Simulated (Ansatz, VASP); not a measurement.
**K2S: VASP beside Ansatz**

```xyz
3
Lattice="0.0000 3.7027 3.7027 3.7027 0.0000 3.7027 3.7027 3.7027 0.0000" Properties=species:S:1:pos:R:3 pbc="T T T"
K     1.8514    1.8514    1.8514
K     5.5541    5.5541    5.5541
S     0.0000    0.0000    0.0000
```

Alike in both runs: task single point; functional PBE; k mesh 4 × 4 × 4; no spin polarisation.

|  | VASP | Ansatz |
| --- | --- | --- |
| version | VASP 6.6.1 | Ansatz 0.2.0 |
| potentials or method | VASP PAW PBE potentials, release 64 (K_sv, S) | plane waves, PAW |
| plane-wave cutoff (eV) | 500 | 420 |
| occupations | gaussian, width 0.01 eV | fixed |
| valence electrons in the cell | 24 | 24 |

|  | VASP | Ansatz | Ansatz less VASP |
| --- | --- | --- | --- |
| gap on the k mesh at the Fermi level (eV) | 2.38 | 2.38 | +0.001 |
